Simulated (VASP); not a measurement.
# Si2W in VASP: further runs

Si2W is run at these levels: LDA; tasks: electric field gradients.

Everything below comes from runs of VASP 6.6.1. Logs are shortened: lines on timing, memory, paths and dates and some standing lists are left out, and cuts for length are marked.

### Step 1. The cell of the first run

The structure is monoclinic, space group C2/m (No. 12). Conventional cell: a = 4.565 Å, b = 4.520 Å, c = 4.526 Å, α = 90.00°, β = 119.48°, γ = 90.00°. Si (site symmetry m) has 9 Si at 2.61 to 3.21 Å and 5 W at 2.62 to 2.65 Å within 3.4 Å. Within 3.4 Å of W (site symmetry 2/m) lie 10 Si at 2.62 to 2.65 Å and 4 W at 3.21 Å.

### Step 2. Electric field gradients, LDA (equal xy, yz and zx shear strains of +1 %)

Contents of INCAR:

```
SYSTEM = Si2W
PREC     = Accurate       ! precision mode
ENCUT    = 520            ! plane-wave cutoff, eV
EDIFF    = 1E-8           ! SCF threshold, eV
ISMEAR   = -1             ! smearing method
SIGMA    = 0.05           ! smearing width, eV
LREAL    = .FALSE.        ! projectors in reciprocal space
LASPH    = .TRUE.         ! aspherical terms in the spheres
NELM     = 80             ! most SCF steps
ALGO     = Normal         ! electronic algorithm
ISIF     = 2              ! what is computed and relaxed
LWAVE    = .FALSE.        ! write WAVECAR
LCHARG   = .FALSE.        ! write CHGCAR
GGA      = CA             ! functional
LEFG     = .TRUE.       
NBANDS   = 18             ! bands
```

Contents of KPOINTS:

```
regular mesh
0
G
  11 11 14
  0 0 0
```

Contents of POSCAR:

```
Si2W
1.0
   -1.5782700000      1.6176700000      3.9400000000
    1.6176700000     -1.5782700000      3.9400000000
    1.5943300000      1.5943300000     -3.9239400000
Si W
2 1
Direct
    0.3330000000      0.3330000000      0.0000000000
    0.6670000000      0.6670000000      0.0000000000
    0.0000000000      0.0000000000      0.0000000000
```

Potentials or basis: VASP PAW LDA potentials, release 64 (Si, W_sv).

Command:

```
$ cat potpaw_LDA.64/Si/POTCAR potpaw_LDA.64/W_sv/POTCAR > POTCAR
$ mpirun -np 1 vasp_std > vasp.out
```

OUTCAR:

```text
SYSTEM = Si2W
   PREC = Accurate
   ENCUT = 520
   EDIFF = 1E-8
   ISMEAR = -1
   LREAL = .FALSE.
   LASPH = .TRUE.
   NELM = 80
   ISIF = 2
   GGA = CA

 ion  position               nearest neighbor table
   1  0.333  0.333  0.000-   2 2.61   2 2.61   2 2.61   3 2.62   3 2.62   3 2.62   3 2.62   2 2.63
                             2 2.65   3 2.65
   2  0.667  0.667  0.000-   1 2.61   1 2.61   1 2.61   3 2.62   3 2.62   3 2.62   3 2.62   1 2.63
                             1 2.65   3 2.65
   3  0.000  0.000  0.000-   2 2.62   2 2.62   1 2.62   1 2.62   1 2.62   2 2.62   2 2.62   1 2.62
                             2 2.65   1 2.65

  Warning from LATTYP: Got some problem with cell dimensions!
  Tried to take original basis but could not verify dimensions!
  LATTYP: Found a base centered monoclinic cell.
 ALAT       =     4.5652792271
 B/A-ratio  =     0.9900252466
 C/A-ratio  =     0.9913091082
 COS(beta)  =    -0.4921022991

  Lattice vectors:

 A1 = (  -0.0160600000,  -3.2120000000,  -0.0160600000)
 A2 = (  -3.2120000000,  -0.0160600000,  -0.0160600000)
 A3 = (   1.5943300000,   1.5943300000,  -3.9239400000)

Analysis of symmetry for initial positions (statically):
=====================================================================
 Subroutine PRICEL returns:
 Original cell was already a primitive cell.

 Routine SETGRP: Setting up the symmetry group for a
 base centered monoclinic supercell.

 Subroutine GETGRP returns: Found  4 space group operations
 (whereof  4 operations were pure point group operations)
 out of a pool of  4 trial point group operations.

The static configuration has the point symmetry C_2h.

Analysis of symmetry for dynamics (positions and initial velocities):
=====================================================================
 Subroutine PRICEL returns:
 Original cell was already a primitive cell.

 Routine SETGRP: Setting up the symmetry group for a
 base centered monoclinic supercell.

 Subroutine GETGRP returns: Found  4 space group operations
 (whereof  4 operations were pure point group operations)
 out of a pool of  4 trial point group operations.

The dynamic configuration has the point symmetry C_2h.

 Subroutine INISYM returns: Found  4 space group operations
 (whereof  4 operations are pure point group operations),
 and found     1 'primitive' translations
[... 132 lines left out ...]
 NGX is ok and might be reduce to    36
   NGX = 17   NGY = 17   NGZ = 17

 number of electron      21.9999999 magnetization

 Free energy of the ion-electron system (eV)
  ---------------------------------------------------
  ext. energy  EPLUGINS =         0.00000000
  ---------------------------------------------------
  free energy    TOTEN  =       -27.32214845 eV

  energy without entropy =      -27.32004934  energy(sigma->0) =      -27.32109890

 E-fermi :  11.8326     XC(G=0): -12.6239

 val. band max:       11.8250271171   @ k =   0.2727   0.2727   0.2143
 cond. band min:      11.8330202649   @ k =  -0.3636   0.4545   0.3571
 fundamental gap:      0.0079931478
 Fermi energy:        11.8326408345

 k-point     1 :       0.0000    0.0000    0.0000
  band No.  band energies     occupation
      1     -61.6061      2.00000
      2     -26.1385      2.00000
      3     -26.0879      2.00000
      4     -26.0870      2.00000
      5      -2.1545      2.00000
      6       5.0606      2.00000
[... 481 lines left out ...]
      5      -1.1103      2.00000
      6       5.9008      2.00000
[... 10 lines left out ...]
     17      19.1227      0.00000
     18      19.1279      0.00000

 [... further k-points ...]
[... 5 lines left out ...]
  --------------------------------------------------------------------------------------
  -------------------------------------------------------------------------------------
  Total       -1.3716129     -1.3716129     -2.1688346     -0.4757353     -0.4943060     -0.4943060
  in kB      -54.0663826    -54.0663826    -85.4913522    -18.7525827    -19.4846068    -19.4846067
  external PRESSURE =     -64.5413725 kB  Pullay stress =       0.0000000 kB

 VOLUME and BASIS-vectors are now :
 -----------------------------------------------------------------------------
  energy-cutoff  :      520.00
  volume of cell :       40.65
      direct lattice vectors                 reciprocal lattice vectors
    -1.578270000  1.617670000  3.940000000    -0.002180387  0.310716601  0.125360872
     1.617670000 -1.578270000  3.940000000     0.310716601 -0.002180387  0.125360872
     1.594330000  1.594330000 -3.923940000     0.309798998  0.309798998 -0.003097990

 POSITION                                       TOTAL-FORCE (eV/Angst)
 -----------------------------------------------------------------------------------
      0.01312      0.01312      2.62404         0.004940      0.004940      0.316819
      0.02628      0.02628      5.25596        -0.004940     -0.004940     -0.316819
      0.00000      0.00000      0.00000        -0.000000      0.000000     -0.000000
 -----------------------------------------------------------------------------------
    total drift:                                0.000000      0.000000     -0.000000

  FREE ENERGIE OF THE ION-ELECTRON SYSTEM (eV)
  ---------------------------------------------------
  free  energy   TOTEN  =       -27.3221484478 eV

  energy  without entropy=      -27.3200493434  energy(sigma->0) =      -27.32109890

 Electric field gradients (V/A^2)
---------------------------------------------------------------------
 ion       V_xx      V_yy      V_zz      V_xy      V_xz      V_yz
---------------------------------------------------------------------
   1       4.679     4.679    -9.357     2.335     1.771     1.771
   2       4.679     4.679    -9.357     2.335     1.771     1.771
   3      64.272    64.272  -128.544    15.963    13.914    13.914
---------------------------------------------------------------------

 Electric field gradients after diagonalization (V/A^2)
 (convention: |V_zz| > |V_xx| > |V_yy|)
----------------------------------------------------------------------
 ion       V_xx      V_yy      V_zz     asymmetry (V_yy - V_xx)/ V_zz
----------------------------------------------------------------------
   1       7.388     2.343    -9.732       0.518
   2       7.388     2.343    -9.732       0.518
   3      82.073    48.309  -130.382       0.259
----------------------------------------------------------------------

           NMR quadrupolar parameters

 Cq : quadrupolar parameter    Cq=e*Q*V_zz/h
 eta: asymmetry parameters     (V_yy - V_xx)/ V_zz
 Q  : nuclear electric quadrupole moment in mb (millibarn)
----------------------------------------------------------------------
 ion       Cq(MHz)       eta       Q (mb)
----------------------------------------------------------------------
   1      -0.024       0.518       1.000
   2      -0.024       0.518       1.000
   3      -0.315       0.259       1.000
----------------------------------------------------------------------
```

OSZICAR:

```text
N       E                     dE             d eps       ncg     rms          rms(c)
DAV:   1     0.128421529295E+03    0.12842E+03   -0.10802E+04 16848   0.123E+03
DAV:   2    -0.236304391547E+02   -0.15205E+03   -0.14848E+03 19408   0.321E+02
DAV:   3    -0.281668989424E+02   -0.45365E+01   -0.44776E+01 20992   0.499E+01
DAV:   4    -0.282085912157E+02   -0.41692E-01   -0.41636E-01 20110   0.502E+00
DAV:   5    -0.282090483923E+02   -0.45718E-03   -0.45715E-03 19944   0.561E-01    0.251E+01
DAV:   6    -0.274481711039E+02    0.76088E+00   -0.34565E+00 18164   0.129E+01    0.855E+00
DAV:   7    -0.273503544064E+02    0.97817E-01   -0.28399E-01 17972   0.298E+00    0.462E+00
DAV:   8    -0.273228996093E+02    0.27455E-01   -0.54524E-02 18996   0.171E+00    0.302E-01
DAV:   9    -0.273223284459E+02    0.57116E-03   -0.12108E-03 19558   0.281E-01    0.182E-01
DAV:  10    -0.273221547699E+02    0.17368E-03   -0.29274E-04 19992   0.152E-01    0.408E-02
DAV:  11    -0.273221486685E+02    0.61014E-05   -0.38618E-05 19012   0.456E-02    0.198E-02
DAV:  12    -0.273221486389E+02    0.29618E-07   -0.18829E-06 19658   0.882E-03    0.533E-03
DAV:  13    -0.273221484482E+02    0.19063E-06   -0.53901E-07 18886   0.652E-03    0.927E-04
DAV:  14    -0.273221484478E+02    0.41337E-09   -0.16428E-08 13862   0.116E-03
   1 F= -.27322148E+02 E0= -.27321099E+02  d E =-.209910E-02
```

stdout:

```text
POSCAR found type information on POSCAR SiW
 POSCAR found :  2 types and       3 ions
 scaLAPACK will be used
 LDA part: xc-table for (Slater(with rela. corr.)+CA(PZ))
 , standard interpolation
 POSCAR, INCAR and KPOINTS ok, starting setup
 FFT: planning ... GRIDC
 FFT: planning ... GRID_SOFT
 FFT: planning ... GRID
 WAVECAR not read
 entering main loop
ion   1

ion   2

ion   3
```

Run time: 5.6 min. Hardware: 1 thread of Intel Xeon Platinum 8559C (Emerald Rapids), shared host; peak memory 0.42 GiB.

What came out:

```
Free energy            : -27.3221 eV
Pressure               : -6.5 GPa
Largest force          : 0.317 eV/Å
Band gap on the k mesh : zero (band 11 reaches 12.51 eV, above the bottom of band 12 at 11.27 eV)
```

Forces in eV/Å, atoms in the order of the input:
```
Si   0.005  0.005  0.317
Si  -0.005 -0.005 -0.317
W    0.000  0.000  0.000
```

Stress tensor (GPa, compression positive):
```
-5.41 -1.88 -1.95
-1.88 -5.41 -1.95
-1.95 -1.95 -8.55
```

Levels at points of the mesh, in eV from the Fermi level:
| k point | band 7 | band 8 | band 9 | band 10 | band 11 | band 12 | band 13 | band 14 | band 15 | band 16 |
| --- | --- | --- | --- | --- | --- | --- | --- | --- | --- | --- |
| (0.00, 0.00, 0.00) | -3.81 | -3.32 | -2.90 | -2.77 | 0.65 | 2.64 | 2.94 | 3.22 | 3.25 | 4.48 |
| (0.00, 0.00, 0.50) | -5.99 | -5.44 | -5.05 | -3.26 | -1.54 | 2.56 | 2.90 | 3.07 | 3.75 | 4.38 |

Electric field gradients, principal values (V/Å²):
```tsv
atom	least	middle	greatest (by size)
1 Si	2.343	7.388	-9.732
2 Si	2.343	7.388	-9.732
3 W	48.309	82.073	-130.382
```

Caveat: the cell differs from its parent crystal (equal xy, yz and zx shear strains of +1 %); without QUAD_EFG the Cq values of the log hold for a quadrupole moment of 1 mb, not for the nuclei; spin-orbit coupling is left out, which moves the levels of the heavy elements.

### Step 3. Electric field gradients, LDA (equal xy, yz and zx shear strains of +2 %)

Contents of INCAR:

```
PREC = Accurate ; ENCUT = 520
EDIFF = 1E-8 ; ISMEAR = -1
SIGMA = 0.05 ; LREAL = F
LASPH = T ; NELM = 80
ALGO = Normal ; ISIF = 2
LWAVE = F ; LCHARG = F
LEFG = T ; NBANDS = 18
```

Contents of KPOINTS:

```
Automatic mesh
0
Gamma
  11 11 14
```

Contents of POSCAR:

```
Si2W
1.0
   -1.5505400000      1.6293400000      3.9400000000
    1.6293400000     -1.5505400000      3.9400000000
    1.5826600000      1.5826600000     -3.9078800000
Si W
2 1
Direct
    0.3330000000      0.3330000000      0.0000000000
    0.6670000000      0.6670000000      0.0000000000
    0.0000000000      0.0000000000      0.0000000000
```

Potentials or basis: VASP PAW LDA potentials, release 64 (Si, W_sv).

Command:

```
$ cat potpaw_LDA.64/Si/POTCAR potpaw_LDA.64/W_sv/POTCAR > POTCAR
$ mpirun -np 1 vasp_std > vasp.out
```

OUTCAR:

```text
PREC = Accurate
   ENCUT = 520
   EDIFF = 1E-8
   ISMEAR = -1
   LREAL = F
   LASPH = T
   NELM = 80
   ISIF = 2

 ion  position               nearest neighbor table
   1  0.333  0.333  0.000-   2 2.60   2 2.60   3 2.61   3 2.61   2 2.61   3 2.61   3 2.62   2 2.63
                             2 2.67   3 2.68
   2  0.667  0.667  0.000-   1 2.60   1 2.60   3 2.61   3 2.61   1 2.61   3 2.61   3 2.62   1 2.63
                             1 2.67   3 2.68
   3  0.000  0.000  0.000-   2 2.61   2 2.61   1 2.61   1 2.61   1 2.61   2 2.61   2 2.62   1 2.62
                             2 2.68   1 2.68

  Warning from LATTYP: Got some problem with cell dimensions!
  Tried to take original basis but could not verify dimensions!
  LATTYP: Found a base centered monoclinic cell.
 ALAT       =     4.5883282278
 B/A-ratio  =     0.9801019455
 C/A-ratio  =     0.9815034405
 COS(beta)  =    -0.4848020557

  Lattice vectors:

 A1 = (  -0.0321200000,  -3.2120000000,  -0.0321200000)
 A2 = (  -3.2120000000,  -0.0321200000,  -0.0321200000)
 A3 = (   1.5826600000,   1.5826600000,  -3.9078800000)

Analysis of symmetry for initial positions (statically):
=====================================================================
 Subroutine PRICEL returns:
 Original cell was already a primitive cell.

 Routine SETGRP: Setting up the symmetry group for a
 base centered monoclinic supercell.

 Subroutine GETGRP returns: Found  4 space group operations
 (whereof  4 operations were pure point group operations)
 out of a pool of  4 trial point group operations.

[... 177 lines left out ...]
      5      -2.1537      2.00000
      6       5.0640      2.00000
[... 481 lines left out ...]
      5      -1.0963      2.00000
      6       5.9188      2.00000
[... 10 lines left out ...]
     17      19.2089      0.00000
     18      19.2250      0.00000

 [... further k-points ...]

------------------------ aborting loop because EDIFF is reached ----------------------------------------

  FORCE on cell =-STRESS in cart. coord.  units (eV):
  Direction    XX          YY          ZZ          XY          YZ          ZX
  --------------------------------------------------------------------------------------
  -------------------------------------------------------------------------------------
  Total       -1.3070255     -1.3070255     -2.1210413     -0.9410798     -0.9628070     -0.9628069
  in kB      -51.5319753    -51.5319753    -83.6261010    -37.1038669    -37.9605040    -37.9605016
  external PRESSURE =     -62.2300172 kB  Pullay stress =       0.0000000 kB

 VOLUME and BASIS-vectors are now :
 -----------------------------------------------------------------------------
  energy-cutoff  :      520.00
  volume of cell :       40.64
      direct lattice vectors                 reciprocal lattice vectors
    -1.550540000  1.629340000  3.940000000    -0.004339830  0.310137446  0.123845577
     1.629340000 -1.550540000  3.940000000     0.310137446 -0.004339830  0.123845577
     1.582660000  1.582660000 -3.907880000     0.308311055  0.308311055 -0.006166221

 POSITION                                       TOTAL-FORCE (eV/Angst)
 -----------------------------------------------------------------------------------
      0.02624      0.02624      2.62404         0.005379      0.005379      0.310809
      0.05256      0.05256      5.25596        -0.005379     -0.005379     -0.310809
      0.00000      0.00000      0.00000         0.000000     -0.000000      0.000000
 -----------------------------------------------------------------------------------
    total drift:                                0.000000      0.000000     -0.000000

  FREE ENERGIE OF THE ION-ELECTRON SYSTEM (eV)
  ---------------------------------------------------
  free  energy   TOTEN  =       -27.3009557778 eV

  energy  without entropy=      -27.2987899149  energy(sigma->0) =      -27.29987285

 Electric field gradients (V/A^2)
---------------------------------------------------------------------
 ion       V_xx      V_yy      V_zz      V_xy      V_xz      V_yz
---------------------------------------------------------------------
   1       4.690     4.690    -9.379     4.519     3.460     3.460
   2       4.690     4.690    -9.379     4.519     3.460     3.460
   3      63.982    63.982  -127.964    31.657    27.384    27.384
---------------------------------------------------------------------

 Electric field gradients after diagonalization (V/A^2)
 (convention: |V_zz| > |V_xx| > |V_yy|)
----------------------------------------------------------------------
 ion       V_xx      V_yy      V_zz     asymmetry (V_yy - V_xx)/ V_zz
----------------------------------------------------------------------
   1      10.418     0.171   -10.589       0.968
   2      10.418     0.171   -10.589       0.968
   3     102.156    32.325  -134.482       0.519
----------------------------------------------------------------------

           NMR quadrupolar parameters

 Cq : quadrupolar parameter    Cq=e*Q*V_zz/h
 eta: asymmetry parameters     (V_yy - V_xx)/ V_zz
 Q  : nuclear electric quadrupole moment in mb (millibarn)
----------------------------------------------------------------------
 ion       Cq(MHz)       eta       Q (mb)
----------------------------------------------------------------------
   1      -0.026       0.968       1.000
   2      -0.026       0.968       1.000
   3      -0.325       0.519       1.000
----------------------------------------------------------------------
```

OSZICAR:

```text
N       E                     dE             d eps       ncg     rms          rms(c)
DAV:   1     0.129612456833E+03    0.12961E+03   -0.10850E+04 16848   0.123E+03
DAV:   2    -0.235726318465E+02   -0.15319E+03   -0.14956E+03 19232   0.322E+02
DAV:   3    -0.281463253917E+02   -0.45737E+01   -0.45152E+01 20950   0.500E+01
DAV:   4    -0.281892937550E+02   -0.42968E-01   -0.42836E-01 20076   0.504E+00
DAV:   5    -0.281897608520E+02   -0.46710E-03   -0.46707E-03 20110   0.564E-01    0.251E+01
DAV:   6    -0.274279443496E+02    0.76182E+00   -0.34814E+00 18194   0.129E+01    0.855E+00
DAV:   7    -0.273294729329E+02    0.98471E-01   -0.29282E-01 17954   0.302E+00    0.465E+00
DAV:   8    -0.273017099918E+02    0.27763E-01   -0.55608E-02 18950   0.173E+00    0.302E-01
DAV:   9    -0.273011368286E+02    0.57316E-03   -0.12574E-03 19564   0.285E-01    0.182E-01
DAV:  10    -0.273009622264E+02    0.17460E-03   -0.30041E-04 20000   0.154E-01    0.407E-02
DAV:  11    -0.273009560027E+02    0.62237E-05   -0.39607E-05 19016   0.462E-02    0.199E-02
DAV:  12    -0.273009559678E+02    0.34964E-07   -0.19171E-06 19666   0.897E-03    0.536E-03
DAV:  13    -0.273009557769E+02    0.19084E-06   -0.54610E-07 18794   0.656E-03    0.941E-04
DAV:  14    -0.273009557778E+02   -0.90722E-09   -0.17053E-08 14062   0.118E-03
   1 F= -.27300956E+02 E0= -.27299873E+02  d E =-.216586E-02
```

Run time: 2.8 min. Hardware: 1 thread of Intel Xeon 6975P-C (Granite Rapids), shared host; peak memory 0.42 GiB.

What came out:

| Item | Value |
| --- | --- |
| Free energy | -27.3010 eV |
| Pressure | -6.2 GPa |
| Largest force | 0.311 eV/Å |
| Band gap on the k mesh | zero (band 11 reaches 12.48 eV, above the bottom of band 12 at 11.33 eV) |

Forces in eV/Å, atoms in the order of the input:
```
Si   0.005  0.005  0.311
Si  -0.005 -0.005 -0.311
W    0.000  0.000  0.000
```

Stress tensor (GPa, compression positive):
```
-5.15 -3.71 -3.80
-3.71 -5.15 -3.80
-3.80 -3.80 -8.36
```

Electric field gradients, principal values (V/Å²):
| atom | least | middle | greatest (by size) |
| --- | --- | --- | --- |
| 1 Si | 0.171 | 10.418 | -10.589 |
| 2 Si | 0.171 | 10.418 | -10.589 |
| 3 W | 32.325 | 102.156 | -134.482 |

Caveat: the cell differs from its parent crystal (equal xy, yz and zx shear strains of +2 %); without QUAD_EFG the Cq values of the log hold for a quadrupole moment of 1 mb, not for the nuclei; spin-orbit coupling is left out, which moves the levels of the heavy elements.

(Continued in part 2 of 2.)
